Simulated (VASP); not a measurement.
C:

```xyz
2
Lattice="0.0000 1.7089 1.7089 1.7089 0.0000 1.7089 1.7089 1.7089 0.0000" Properties=species:S:1:pos:R:3 pbc="T T T"
C     0.0000    0.0000    0.0000
C     0.8545    0.8545    0.8545
```

This cell differs from its parent crystal: strain -4.0%.

Program: VASP 6.6.1. Alike in all runs: task single point; potentials or basis VASP PAW PBE potentials, release 64 (C); no spin polarisation; cell as given; cutoff (eV) 520. Hardware: 1 thread of AMD EPYC 7R13 Processor (Zen 3), with other jobs on the host.

Question: Order these runs on this cell by their wall time, lowest first.
A. level PBE; k mesh 12 × 12 × 12; smearing fermi-dirac 0.02 eV
B. level PBE; k mesh 6 × 6 × 6; smearing gaussian 0.01 eV
C. level r2SCAN; k mesh 12 × 12 × 12; smearing gaussian 0.01 eV

Answer: B (2.7 s), A (6.6 s), C (30 s).

Caveats: some runs use coarse meshes.
